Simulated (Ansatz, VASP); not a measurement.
**One calculation of Se, two programs**

```xyz
1
Lattice="-1.7034 1.7034 1.7034 1.7034 -1.7034 1.7034 1.7034 1.7034 -1.7034" Properties=species:S:1:pos:R:3 pbc="T T T"
Se    0.0000    0.0000    0.0000
```

Alike in both runs: task single point; functional r2SCAN; k mesh 8 × 8 × 8; occupations gaussian, width 0.1 eV; no spin polarisation.

|  | VASP | Ansatz |
| --- | --- | --- |
| version | VASP 6.6.1 | Ansatz 0.2.0 |
| potentials or method | VASP PAW PBE potentials, release 64 (Se), cutoff 520 eV | scalar-relativistic, plane waves, PAW |
| valence electrons in the cell | 6 | 16 |

|  | VASP | Ansatz | Ansatz less VASP |
| --- | --- | --- | --- |
| gap on the k mesh at the Fermi level (eV) | none | none | - |
| pressure (GPa) | 1.4 | 1.5 | +0.10 |

VASP's potentials were made for PBE, not for r2SCAN. A gap of «none» marks a metal or a gap that the smearing closes. The functional is the same, so the differences come from potentials, cutoffs and numerics. VASP's potentials hold 6 valence electrons a cell and Ansatz's 16, so a difference there can come from the potentials and not from the codes.
